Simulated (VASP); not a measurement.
# Bi (I4/mmm) in VASP: a series of runs, part 2 of 2

VASP 6.6.1.

### 4 Single point, PBEsol+D3(BJ) (28.48 Å³/atom)

This run uses another cell than the first one, of 28.48 Å³/atom.

File INCAR:

```
SYSTEM = Bi
PREC = Accurate
ENCUT = 520
EDIFF = 1E-7
ISMEAR = 0
SIGMA = 0.15
LREAL = .False.
LASPH = .True.
NELM = 100
ALGO = Fast
ISIF = 2
LWAVE = .False.
LCHARG = .False.
GGA = PS
IVDW = 12
NBANDS = 14
```

File KPOINTS:

```
regular mesh
0
Gamma
  18 18 18
  0 0 0
```

File POSCAR:

```
Bi
1.0
   -2.0221220646      2.0221220646      1.7414515221
    2.0221220646     -2.0221220646      1.7414515221
    2.0221220646      2.0221220646     -1.7414515221
Bi
1
Direct
    0.0000000000      0.0000000000      0.0000000000
```

Run with:

```
$ cat potpaw_PBE.64/Bi_d/POTCAR > POTCAR
$ mpirun -np 1 vasp_std > vasp.out
```

Wall time 4 min (1 thread of Intel Xeon 8259CL, shared host); peak memory 0.3 GiB.

Results (log left out):

```yaml
Free_energy: -4.7623 eV
Pressure: 0.6 GPa
Band_gap_on_the_k_mesh: zero (an odd number of electrons rules out a gap without spin polarisation)
Dispersion_energy_per_atom: -0.574 eV
```

Stress tensor (GPa, compression positive):
```
0.20 0.00 0.00
0.00 0.20 0.00
0.00 0.00 1.53
```

Levels at points of the mesh, in eV from the Fermi level:
```tsv
k point	band 3	band 4	band 5	band 6	band 7	band 8	band 9	band 10	band 11	band 12
(0.00, 0.00, 0.00)	-23.06	-23.00	-22.89	-14.27	5.09	5.09	6.55	9.56	10.36	10.41
(0.50, 0.00, 0.00)	-22.94	-22.88	-22.81	-10.36	-5.57	1.27	2.78	5.67	7.06	12.13
(0.50, 0.50, 0.00)	-22.98	-22.94	-22.83	-11.17	-5.90	3.09	5.24	7.86	9.59	10.52
(0.50, 0.50, 0.50)	-22.85	-22.85	-22.81	-8.47	-2.88	-2.88	-0.08	2.75	4.60	15.93
```

Caveat: the PAW data sets were made with another functional, which shifts forces and pressure a little; spin-orbit coupling is left out, which moves the levels of the heavy elements.

### 5 Single point, PBEsol+D3(BJ) (28.48 Å³/atom)

This run uses another cell than the first one, of 28.48 Å³/atom.

File INCAR:

```
PREC = Accurate ; ENCUT = 520
EDIFF = 1E-6 ; ISMEAR = 0
SIGMA = 0.15 ; LREAL = F
LASPH = T ; NELM = 100
ALGO = Fast ; ISIF = 2
LWAVE = F ; LCHARG = F
GGA = PS ; IVDW = 12
NBANDS = 14
```

File KPOINTS:

```
Automatic mesh
0
Gamma
  18 18 18
```

File POSCAR:

```
Bi
1.0
   -1.6567740320      1.6567740320      2.5941767793
    1.6567740320     -1.6567740320      2.5941767793
    1.6567740320      1.6567740320     -2.5941767793
Bi
1
Direct
    0.0000000000      0.0000000000      0.0000000000
```

Potentials or basis: VASP PAW PBE potentials, release 64 (Bi_d).

Run with:

```
$ cat potpaw_PBE.64/Bi_d/POTCAR > POTCAR
$ mpirun -np 1 vasp_std > vasp.out
```

OUTCAR:

```text
PREC = Accurate
   ENCUT = 520
   EDIFF = 1E-6
   ISMEAR = 0
   LREAL = F
   LASPH = T
   NELM = 100
   ISIF = 2
   GGA = PS
   IVDW = 12
 IVDW          = 12

 ion  position               nearest neighbor table
   1  0.000  0.000  0.000-

  LATTYP: Found a body centered tetragonal cell.
 ALAT       =     3.3135480640
 C/A-ratio  =     1.5658000000

  Lattice vectors:

 A1 = (  -1.6567740320,   1.6567740320,   2.5941767793)
 A2 = (   1.6567740320,  -1.6567740320,   2.5941767793)
 A3 = (   1.6567740320,   1.6567740320,  -2.5941767793)

Analysis of symmetry for initial positions (statically):
=====================================================================
 Subroutine PRICEL returns:
 Original cell was already a primitive cell.

 Routine SETGRP: Setting up the symmetry group for a
 body centered tetragonal supercell.

 Subroutine GETGRP returns: Found 16 space group operations
 (whereof 16 operations were pure point group operations)
 out of a pool of 16 trial point group operations.

The static configuration has the point symmetry D_4h.

Analysis of symmetry for dynamics (positions and initial velocities):
=====================================================================
 Subroutine PRICEL returns:
 Original cell was already a primitive cell.

 Routine SETGRP: Setting up the symmetry group for a
 body centered tetragonal supercell.

 Subroutine GETGRP returns: Found 16 space group operations
 (whereof 16 operations were pure point group operations)
 out of a pool of 16 trial point group operations.

The dynamic configuration has the point symmetry D_4h.

 Subroutine INISYM returns: Found 16 space group operations
 (whereof 16 operations are pure point group operations),
 and found     1 'primitive' translations

----------------------------------------------------------------------------------------

                                     Primitive cell

  volume of cell :      28.4830

  direct lattice vectors                    reciprocal lattice vectors
[... 114 lines left out ...]
   LEPSILON=     F    determine dielectric tensor
   LRPA    =     F    only Hartree local field effects (RPA)
 non-spin polarized calculation
 RMM-DIIS sequential band-by-band and
 Gauss-broadening in eV      SIGMA  =   0.15
  energy-cutoff  :      520.00
  volume of cell :       28.48
 maximum number of plane-waves:       781
 NGX is ok and might be reduce to    28
   NGX = 13   NGY = 13   NGZ = 13

 number of electron      14.9999996 magnetization

 Free energy of the ion-electron system (eV)
  ---------------------------------------------------
  ext. energy  EPLUGINS =         0.00000000
  ---------------------------------------------------
  free energy    TOTEN  =        -4.14942315 eV

  energy without entropy =       -4.14204591  energy(sigma->0) =       -4.14573453

 E-fermi :   8.9743     XC(G=0): -10.8681

 val. band max:        8.9705398483   @ k =  -0.3889   0.5000   0.0556
 cond. band min:       8.9745429313   @ k =  -0.2778   0.2222   0.0000
 fundamental gap:      0.0040030831
 Fermi energy:         8.9743247797

 k-point     1 :       0.0000    0.0000    0.0000
  band No.  band energies     occupation
      1     -14.1645      2.00000
      2     -14.0724      2.00000
      3     -14.0724      2.00000
      4     -14.0590      2.00000
      5     -13.9570      2.00000
      6      -5.2987      2.00000
      7      14.4825      0.00000
      8      14.5395      0.00000
      9      14.5395      0.00000
     10      18.0871      0.00000
     11      18.8709      0.00000
     12      20.1236      0.00000
     13      20.4893      0.00000
     14      20.4931      0.00000
[... 377 lines left out ...]
      1     -14.1188      2.00000
      2     -14.0887      2.00000
      3     -14.0460      2.00000
      4     -14.0135      2.00000
      5     -13.9710      2.00000
      6      -4.4326      2.00000
      7       9.2483      0.00978
      8      12.8771      0.00000
      9      13.9318      0.00000
     10      17.2100      0.00000
     11      19.2463      0.00000
     12      20.2916      0.00000
     13      20.6438      0.00000
     14      22.4658      0.00000

 [... further k-points ...]

------------------------ aborting loop because EDIFF is reached ----------------------------------------

 Edisp (eV)   -0.57461

 E8    (eV) :    -0.4113

  FORCE on cell =-STRESS in cart. coord.  units (eV):
  Direction    XX          YY          ZZ          XY          YZ          ZX
  --------------------------------------------------------------------------------------
  -------------------------------------------------------------------------------------
  Total       0.13803     0.13803     0.09746     0.00000     0.00000     0.00000
  in kB       7.76443     7.76443     5.48212     0.00000     0.00000     0.00000
  external pressure =        7.00 kB  Pullay stress =        0.00 kB

 VOLUME and BASIS-vectors are now :
 -----------------------------------------------------------------------------
  energy-cutoff  :      520.00
  volume of cell :       28.48
      direct lattice vectors                 reciprocal lattice vectors
    -1.656774032  1.656774032  2.594176779     0.000000000  0.301791307  0.192739371
     1.656774032 -1.656774032  2.594176779     0.301791307  0.000000000  0.192739371
     1.656774032  1.656774032 -2.594176779     0.301791307  0.301791307  0.000000000

 POSITION                                       TOTAL-FORCE (eV/Angst)
 -----------------------------------------------------------------------------------
      0.00000      0.00000      0.00000         0.000000      0.000000      0.000000
 -----------------------------------------------------------------------------------
    total drift:                               -0.000000     -0.000000     -0.000000

  FREE ENERGIE OF THE ION-ELECTRON SYSTEM (eV)
  ---------------------------------------------------
  free  energy   TOTEN  =        -4.7240365253 eV

  energy  without entropy=       -4.7166592826  energy(sigma->0) =       -4.72034790
```

It took 3.3 min on 1 thread of Intel Xeon 8259CL, shared host; peak memory 0.3 GiB.

Results:

```yaml
Free_energy: -4.7240 eV
Pressure: 0.7 GPa
Band_gap_on_the_k_mesh: zero (an odd number of electrons rules out a gap without spin polarisation)
Dispersion_energy_per_atom: -0.575 eV
```

Stress tensor (GPa, compression positive):
```
0.78 0.00 0.00
0.00 0.78 0.00
0.00 0.00 0.55
```

Caveat: the PAW data sets were made with another functional, which shifts forces and pressure a little; spin-orbit coupling is left out, which moves the levels of the heavy elements.

### 6 Overview

```tsv
cell	further INCAR settings	gap on the mesh (eV)	pressure (GPa)
a = 3.326 Å, angles 116.0, 116.0, 97.0°, 1 atom	ALGO = Fast; EDIFF = 1e-06; NBANDS = 14	none	3.5
a = 3.291 Å, angles 107.5, 107.5, 113.5°, 1 atom	ALGO = Fast; EDIFF = 1e-07; NBANDS = 14	none	3.3
a = 3.348 Å, angles 105.7, 105.7, 117.3°, 1 atom	ALGO = Fast; EDIFF = 1e-07; NBANDS = 14	none	0.6
a = 3.496 Å, angles 123.4, 123.4, 84.2°, 1 atom	ALGO = Fast; EDIFF = 1e-06; NBANDS = 14	none	0.7
```

Alike in all rows: task single point; level PBEsol+D3(BJ); potentials or basis VASP PAW PBE potentials, release 64 (Bi_d); no spin polarisation; k mesh 18 × 18 × 18; cutoff (eV) 520; smearing gaussian 0.15 eV.

Caveats: the PAW data sets were made with another functional, which shifts forces and pressure a little; spin-orbit coupling is left out, which moves the levels of the heavy elements; the cell stands under pressure (at least some runs).

Absolute energies hang on the potentials; compare differences alone.
